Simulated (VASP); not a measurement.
Here is a VASP 6.6.1 calculation.

INCAR

```
PREC = Accurate ; ENCUT = 500
EDIFF = 1E-6 ; ISMEAR = 0
SIGMA = 0.01 ; LREAL = False
LASPH = True ; NELM = 200
ALGO = Normal ; ISIF = 2
LWAVE = False ; LCHARG = False
ISPIN = 2 ; MAGMOM = 0 2
LORBIT = 11 ; GGA = PE
NBANDS = 20 ; GGA_COMPAT = False
```

The input KPOINTS:

```
Automatic mesh
0
Gamma
  4 4 4
```

Contents of POSCAR:

```
CdS
1.0
    0.0000000000      2.7532440000      2.7532440000
    2.7532440000      0.0000000000      2.7532440000
    2.7532440000      2.7532440000      0.0000000000
Cd S
1 1
Direct
    0.0000000000      0.0000000000      0.0000000000
    0.5000000000      0.5000000000      0.5000000000
```

Potentials or basis: VASP PAW PBE potentials, release 64 (Cd, S).

Launch:

```sh
$ cat potpaw_PBE.64/Cd/POTCAR potpaw_PBE.64/S/POTCAR > POTCAR
$ mpirun -np 1 vasp_std > vasp.out
```

(1) Predict the net moment.

(2) Estimate the band gap on the k mesh.

(3) Predict the pressure.

## Answers

(1) 0.00 μB per cell.

(2) 0.21 eV, indirect (least direct gap 1.50 eV).

(3) 0.3 GPa.

Caveat: the k points lie up to 0.49 Å⁻¹ apart.
